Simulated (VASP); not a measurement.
Input of a VASP 6.6.1 run:

The input INCAR:

```
SYSTEM = Cu
PREC = Accurate
ENCUT = 520
EDIFF = 1E-7
ISMEAR = -1
SIGMA = 0.1
LREAL = Auto
LASPH = .True.
NELM = 60
ALGO = Normal
ISIF = 2
LWAVE = .False.
LCHARG = .False.
GGA = PE
NBANDS = 198
```

KPOINTS

```
regular mesh
0
Gamma
  2 2 2
  0 0 0
```

The input POSCAR:

```
Cu
1.0
    7.2600000000      0.0000000000      0.0000000000
    0.0000000000      7.2600000000      0.0000000000
    0.0000000000      0.0000000000      7.2600000000
Cu
32
Direct
    0.0075757576      0.0146969697     -0.0117355372
    0.0070523416      0.2338429752      0.2396005510
    0.2469696970      0.0067493113      0.2452341598
    0.2436914601      0.2712121212      0.0149035813
   -0.0016942149     -0.0189944904      0.4982644628
   -0.0025757576      0.2474380165      0.7515151515
    0.2416253444     -0.0063774105      0.7497933884
    0.2311707989      0.2532782369      0.5149311295
   -0.0071212121      0.5092975207      0.0118044077
    0.0109779614      0.7565564738      0.2232920110
    0.2632506887      0.4918044077      0.2558264463
    0.2568044077      0.7416804408     -0.0131955923
    0.0032093664      0.5281542700      0.4876308540
   -0.0174931129      0.7526721763      0.7710468320
    0.2440633609      0.4804132231      0.7346280992
    0.2595730028      0.7348898072      0.5302341598
    0.4936363636      0.0111845730      0.0065013774
    0.5293663912      0.2476859504      0.2650275482
    0.7162947658     -0.0176308540      0.2384159780
    0.7559641873      0.2526446281     -0.0089669421
    0.4969834711      0.0081818182      0.5041735537
    0.5107575758      0.2625619835      0.7367630854
    0.7160468320      0.0017079890      0.7640633609
    0.7797658402      0.2380303030      0.4986501377
    0.5011570248      0.5020110193      0.0168870523
    0.4951652893      0.7603168044      0.2625619835
    0.7684435262      0.5002479339      0.2506749311
    0.7404820937      0.7322314050      0.0041322314
    0.5021625344      0.4979476584      0.5032506887
    0.5077961433      0.7369696970      0.7400275482
    0.7480991736      0.5160055096      0.7322451791
    0.7508126722      0.7525757576      0.4818319559
```

Potentials or basis: VASP PAW PBE potentials, release 64 (Cu).

Command:

```sh
$ cat potpaw_PBE.64/Cu/POTCAR > POTCAR
$ mpirun -np 1 vasp_std > vasp.out
```

Task: Predict the pressure.

Result: 3.2 GPa.

Task: Predict the largest force.

Result: 2.348 eV/Å.

Task: Predict the band gap on the k mesh.

Result: Zero (bands 176 and 177 overlap by 1.27 eV).

Forces on the atoms (eV/Å):
```
Cu  -0.439 -0.700  0.353
Cu  -0.735  0.533  0.721
Cu   0.428 -0.287  0.372
Cu   0.665 -0.607 -0.958
Cu   0.195  0.064  0.011
Cu  -0.235  0.255  0.045
Cu   0.589  0.392  0.055
Cu   0.400 -0.746 -1.190
Cu   0.582 -0.786 -0.861
Cu  -0.078  0.420  0.820
Cu  -0.398  0.498  0.351
Cu   0.145  0.101  0.177
Cu  -0.059 -0.746  0.295
Cu   0.443  0.136 -0.712
Cu   0.033  0.793  1.423
Cu  -0.494  0.912 -1.199
Cu  -0.698 -0.091 -0.557
Cu  -0.957  0.536 -0.304
Cu   2.208  0.776  0.192
Cu  -0.346  0.237  0.344
Cu  -0.281 -0.187  0.098
Cu  -0.407 -0.197  0.605
Cu   1.311 -0.341 -0.437
Cu  -0.559  0.328 -0.052
Cu   0.094 -0.409 -0.532
Cu  -0.962 -1.013 -0.332
Cu  -0.735 -0.276  0.313
Cu  -0.214  0.856 -0.082
Cu   0.252 -0.190 -0.741
Cu  -0.283  0.520  0.747
Cu   0.578 -0.959  0.458
Cu  -0.042  0.177  0.576
```

Caveat: the k points lie up to 0.43 Å⁻¹ apart, too coarse for converged energies and pressures of a metal; forces of over 1 eV/Å act on the atoms, so gaps and moduli don't describe the material at rest.
